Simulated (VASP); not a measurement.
# MnS in VASP: further runs

Aim: see how the results for MnS move with the level of theory and the settings. Levels: PBEsol, r2SCAN. Tasks: single point.

Program: VASP 6.6.1. These are calculated values, not measurements. Logs are shortened: lines on timing, memory, paths and dates and some standing lists are left out, and cuts for length are marked.

## Step 1: The cell of the first run

Symmetry: Fm-3m, No. 225, cubic system. The conventional cell has a = 5.103 Å, b = 5.103 Å, c = 5.103 Å, α = 90.00°, β = 90.00°, γ = 90.00°. Mn (site symmetry m-3m) has 6 S at 2.55 Å within 3.4 Å. Within 3.4 Å of S (site symmetry m-3m) lie 6 Mn at 2.55 Å.

## Step 2: Single point, PBEsol, collinear spin, ferromagnetic start

Input file INCAR:

```
  PREC = Accurate
  ENCUT = 520
  EDIFF = 1E-6
  ISMEAR = 0
  SIGMA = 0.05
  LREAL = False
  LASPH = True
  NELM = 150
  ALGO = Normal
  ISIF = 2
  LWAVE = False
  LCHARG = False
  ISPIN = 2
  MAGMOM = 4.2 0.15
  LORBIT = 11
  LMAXMIX = 4
  GGA = PS
  NBANDS = 20
```

Input file KPOINTS:

```
regular mesh
0
Gamma
  10 10 10
```

Input file POSCAR:

```
MnS
1.0
    0.0000000000      2.5513320201      2.5513320201
    2.5513320201      0.0000000000      2.5513320201
    2.5513320201      2.5513320201      0.0000000000
Mn S
1 1
Direct
    0.0000000000      0.0000000000      0.0000000000
    0.5000000000      0.5000000000      0.5000000000
```

Potentials or basis: VASP PAW PBE potentials, release 64 (Mn_pv, S).

The run is started by

```sh
$ cat potpaw_PBE.64/Mn_pv/POTCAR potpaw_PBE.64/S/POTCAR > POTCAR
$ mpirun -np 1 vasp_std > vasp.out
```

OUTCAR:

```text
PREC = Accurate
   ENCUT = 520
   EDIFF = 1E-6
   ISMEAR = 0
   LREAL = False
   LASPH = True
   NELM = 150
   ISIF = 2
   ISPIN = 2
   LORBIT = 11
   GGA = PS

 ion  position               nearest neighbor table
   1  0.000  0.000  0.000-   2 2.55   2 2.55   2 2.55   2 2.55   2 2.55   2 2.55
   2  0.500  0.500  0.500-   1 2.55   1 2.55   1 2.55   1 2.55   1 2.55   1 2.55

  LATTYP: Found a face centered cubic cell.
 ALAT       =     5.1026640402

  Lattice vectors:

 A1 = (   0.0000000000,   2.5513320201,   2.5513320201)
 A2 = (   2.5513320201,   0.0000000000,   2.5513320201)
 A3 = (   2.5513320201,   2.5513320201,   0.0000000000)

Analysis of symmetry for initial positions (statically):
=====================================================================
 Subroutine PRICEL returns:
 Original cell was already a primitive cell.

 Routine SETGRP: Setting up the symmetry group for a
 face centered cubic supercell.

 Subroutine GETGRP returns: Found 48 space group operations
 (whereof 48 operations were pure point group operations)
 out of a pool of 48 trial point group operations.

The static configuration has the point symmetry O_h .

Analysis of symmetry for dynamics (positions and initial velocities):
=====================================================================
 Subroutine PRICEL returns:
 Original cell was already a primitive cell.

 Routine SETGRP: Setting up the symmetry group for a
 face centered cubic supercell.

 Subroutine GETGRP returns: Found 48 space group operations
 (whereof 48 operations were pure point group operations)
 out of a pool of 48 trial point group operations.

The dynamic configuration has the point symmetry O_h .

Analysis of structural, dynamic, and magnetic symmetry:
=====================================================================
 Subroutine PRICEL returns:
 Original cell was already a primitive cell.

 Routine SETGRP: Setting up the symmetry group for a
 face centered cubic supercell.

 Subroutine GETGRP returns: Found 48 space group operations
 (whereof 48 operations were pure point group operations)
 out of a pool of 48 trial point group operations.

The overall configuration has the point symmetry O_h .

 Subroutine INISYM returns: Found 48 space group operations
 (whereof 48 operations are pure point group operations),
 and found     1 'primitive' translations

----------------------------------------------------------------------------------------

                                     Primitive cell

  volume of cell :      33.2147
[... 112 lines left out ...]
  Thomas-Fermi vector in A             =   2.485775
   LORBIT       =     11    0 simple, 1 ext, 2 COOP (PROOUT), +10 PAW based schemes
   GGA     = PS    functional components
   LHFCALC =     F    Hartree Fock is set to
   AEXX    =    0.0000 exact exchange contribution
   IVDW    =     0    specifies the selected vdW correction
   LEPSILON=     F    determine dielectric tensor
   LRPA    =     F    only Hartree local field effects (RPA)
 spin polarized calculation
 Gauss-broadening in eV      SIGMA  =   0.05
  energy-cutoff  :      520.00
  volume of cell :       33.21
 maximum number of plane-waves:       934
   NGX = 13   NGY = 13   NGZ = 13

 number of electron      19.0000008 magnetization       4.4582692

 Free energy of the ion-electron system (eV)
  ---------------------------------------------------
  ext. energy  EPLUGINS =         0.00000000
  ---------------------------------------------------
  free energy    TOTEN  =       -14.92675602 eV

  energy without entropy =      -14.92372190  energy(sigma->0) =      -14.92523896

 E-fermi :   7.2508     XC(G=0): -11.1291

 val. band max:        7.2356793237   @ k =  -0.4000   0.2000   0.0000
 cond. band min:       7.2759786603   @ k =   0.5000   0.2000   0.1000
 fundamental gap:      0.0402993365
 Fermi energy:         7.2507885160

 spin component 1

 k-point     1 :       0.0000    0.0000    0.0000
  band No.  band energies     occupation
      1     -43.1751      1.00000
      2     -43.1751      1.00000
      3     -43.1751      1.00000
      4      -7.7947      1.00000
      5       3.8726      1.00000
      6       3.8726      1.00000
[... 541 lines left out ...]
     19      23.3369      0.00000
     20      23.8107      0.00000

 [... further k-points ...]

 spin component 2

 k-point     1 :       0.0000    0.0000    0.0000
  band No.  band energies     occupation
      1     -38.9044      1.00000
      2     -38.9044      1.00000
      3     -38.9044      1.00000
      4      -7.4895      1.00000
      5       5.5107      1.00000
      6       5.5107      1.00000
[... 541 lines left out ...]
     19      24.1652      0.00000
     20      24.6394      0.00000

 [... further k-points ...]

------------------------ aborting loop because EDIFF is reached ----------------------------------------

  FORCE on cell =-STRESS in cart. coord.  units (eV):
  Direction    XX          YY          ZZ          XY          YZ          ZX
  --------------------------------------------------------------------------------------
  -------------------------------------------------------------------------------------
  Total       -1.0760197     -1.0760197     -1.0760197      0.0000000     -0.0000000      0.0000000
  in kB      -51.9038871    -51.9038871    -51.9038871      0.0000000     -0.0000000      0.0000000
  external PRESSURE =     -51.9038871 kB  Pullay stress =       0.0000000 kB

 VOLUME and BASIS-vectors are now :
 -----------------------------------------------------------------------------
  energy-cutoff  :      520.00
  volume of cell :       33.21
      direct lattice vectors                 reciprocal lattice vectors
     0.000000000  2.551332020  2.551332020    -0.195976061  0.195976061  0.195976061
     2.551332020  0.000000000  2.551332020     0.195976061 -0.195976061  0.195976061
     2.551332020  2.551332020  0.000000000     0.195976061  0.195976061 -0.195976061

 POSITION                                       TOTAL-FORCE (eV/Angst)
 -----------------------------------------------------------------------------------
      0.00000      0.00000      0.00000        -0.000000     -0.000000     -0.000000
      2.55133      2.55133      2.55133         0.000000      0.000000      0.000000
 -----------------------------------------------------------------------------------
    total drift:                               -0.000000      0.000000      0.000000

  FREE ENERGIE OF THE ION-ELECTRON SYSTEM (eV)
  ---------------------------------------------------
  free  energy   TOTEN  =       -14.9267560194 eV

  energy  without entropy=      -14.9237219048  energy(sigma->0) =      -14.92523896

 total charge

# of ion       s       p       d       tot
------------------------------------------
    1        0.229   6.184   4.963  11.377
    2        1.322   2.379   0.000   3.700
--------------------------------------------------
tot          1.551   8.563   4.963  15.078

 magnetization (x)

# of ion       s       p       d       tot
------------------------------------------
    1        0.051   0.041   3.972   4.064
    2        0.025   0.056   0.000   0.081
--------------------------------------------------
tot          0.076   0.097   3.972   4.146
```

stdout:

```text
POSCAR found type information on POSCAR MnS
 POSCAR found :  2 types and       2 ions
 scaLAPACK will be used
 -----------------------------------------------------------------------------
|                                                                             |
|                                                                             |
|     You enforced a specific xc type in the INCAR file but a different       |
|     I HOPE YOU KNOW WHAT YOU ARE DOING!                                     |
|                                                                             |
 -----------------------------------------------------------------------------

 LDA part: xc-table for (Slater+PW92), standard interpolation
 POSCAR, INCAR and KPOINTS ok, starting setup
 FFT: planning ... GRIDC
 FFT: planning ... GRID_SOFT
 FFT: planning ... GRID
 WAVECAR not read
 entering main loop
```

Wall time 28 s (1 thread of Intel Xeon 6975P-C (Granite Rapids), shared host); peak memory 0.2 GiB.

Results:

```
Free energy                                           : -14.9268 eV
Pressure                                              : -5.2 GPa
Net moment                                            : 4.46 μB per cell
Site moments                                          : Mn +4.06; S +0.08 μB
Valence electrons inside the program's atomic spheres : Mn 11.38; S 3.70
```

Caveat: the PAW data sets were made with another functional, which shifts forces and pressure a little; a cell with one magnetic atom can't hold antiferromagnetic order, which such compounds often take; semilocal functionals often make such compounds metallic where correlation or magnetic order opens a gap, which also shifts bond lengths. With open d or f shells a metallic result of PBEsol can be an artefact of self-interaction; +U or a hybrid may open a gap.

## Step 3: Single point, PBEsol, collinear spin, ferromagnetic start

This run uses another cell than the first one, of 17.67 Å³/atom, 1.064 times its volume.

Input file INCAR:

```
PREC = Accurate
ENCUT = 520
EDIFF = 1E-6
ISMEAR = 0
SIGMA = 0.05
LREAL = False
LASPH = True
NELM = 150
ALGO = Normal
ISIF = 2
LWAVE = False
LCHARG = True
ISPIN = 2
MAGMOM = 4 0
LORBIT = 11
LMAXMIX = 4
GGA = PS
LELF = True
LVHAR = True
NBANDS = 20
```

Input file KPOINTS:

```
Automatic mesh
0
Gamma
  10 10 10
```

Input file POSCAR:

```
MnS
1.0
    0.0000000000      2.6045000000      2.6045000000
    2.6045000000      0.0000000000      2.6045000000
    2.6045000000      2.6045000000      0.0000000000
Mn S
1 1
Direct
    0.0000000000      0.0000000000      0.0000000000
    0.5000000000      0.5000000000      0.5000000000
```

Potentials or basis: VASP PAW PBE potentials, release 64 (Mn_pv, S).

The run is started by

```sh
$ cat potpaw_PBE.64/Mn_pv/POTCAR potpaw_PBE.64/S/POTCAR > POTCAR
$ mpirun -np 1 vasp_std > vasp.out
```

OUTCAR:

```text
PREC = Accurate
   ENCUT = 520
   EDIFF = 1E-6
   ISMEAR = 0
   LREAL = False
   LASPH = True
   NELM = 150
   ISIF = 2
   ISPIN = 2
   LORBIT = 11
   GGA = PS

 ion  position               nearest neighbor table
   1  0.000  0.000  0.000-   2 2.60   2 2.60   2 2.60   2 2.60   2 2.60   2 2.60
   2  0.500  0.500  0.500-   1 2.60   1 2.60   1 2.60   1 2.60   1 2.60   1 2.60

  LATTYP: Found a face centered cubic cell.
 ALAT       =     5.2090000000

  Lattice vectors:

 A1 = (   0.0000000000,   2.6045000000,   2.6045000000)
 A2 = (   2.6045000000,   0.0000000000,   2.6045000000)
 A3 = (   2.6045000000,   2.6045000000,   0.0000000000)

[... 1317 lines left out ...]
 VOLUME and BASIS-vectors are now :
 -----------------------------------------------------------------------------
  energy-cutoff  :      520.00
  volume of cell :       35.33
      direct lattice vectors                 reciprocal lattice vectors
     0.000000000  2.604500000  2.604500000    -0.191975427  0.191975427  0.191975427
     2.604500000  0.000000000  2.604500000     0.191975427 -0.191975427  0.191975427
     2.604500000  2.604500000  0.000000000     0.191975427  0.191975427 -0.191975427

 POSITION                                       TOTAL-FORCE (eV/Angst)
 -----------------------------------------------------------------------------------
      0.00000      0.00000      0.00000        -0.000000      0.000000     -0.000000
      2.60450      2.60450      2.60450         0.000000      0.000000      0.000000
 -----------------------------------------------------------------------------------
    total drift:                               -0.000000      0.000000      0.000000

  FREE ENERGIE OF THE ION-ELECTRON SYSTEM (eV)
  ---------------------------------------------------
  free  energy   TOTEN  =       -14.8532903016 eV

  energy  without entropy=      -14.8523754969  energy(sigma->0) =      -14.85283290

 total charge

# of ion       s       p       d       tot
------------------------------------------
    1        0.218   6.166   4.926  11.311
    2        1.322   2.372   0.000   3.694
--------------------------------------------------
tot          1.540   8.539   4.926  15.005

 magnetization (x)

# of ion       s       p       d       tot
------------------------------------------
    1        0.051   0.039   4.160   4.250
    2        0.026   0.081   0.000   0.107
--------------------------------------------------
tot          0.077   0.120   4.160   4.357
```

Wall time 28 s (1 thread of Intel Xeon 6975P-C (Granite Rapids), shared host); peak memory 0.2 GiB.

What came out:

| Quantity | Value |
| --- | --- |
| Free energy | -14.8533 eV |
| Pressure | -6.8 GPa |
| Net moment | 4.72 μB per cell |
| Site moments | Mn +4.25; S +0.11 μB |
| Valence electrons inside the program's atomic spheres | Mn 11.31; S 3.69 |

Caveat: the PAW data sets were made with another functional, which shifts forces and pressure a little; a cell with one magnetic atom can't hold antiferromagnetic order, which such compounds often take; semilocal functionals often make such compounds metallic where correlation or magnetic order opens a gap, which also shifts bond lengths. With open d or f shells a metallic result of PBEsol can be an artefact of self-interaction; +U or a hybrid may open a gap.

[end of part 1 of 2]
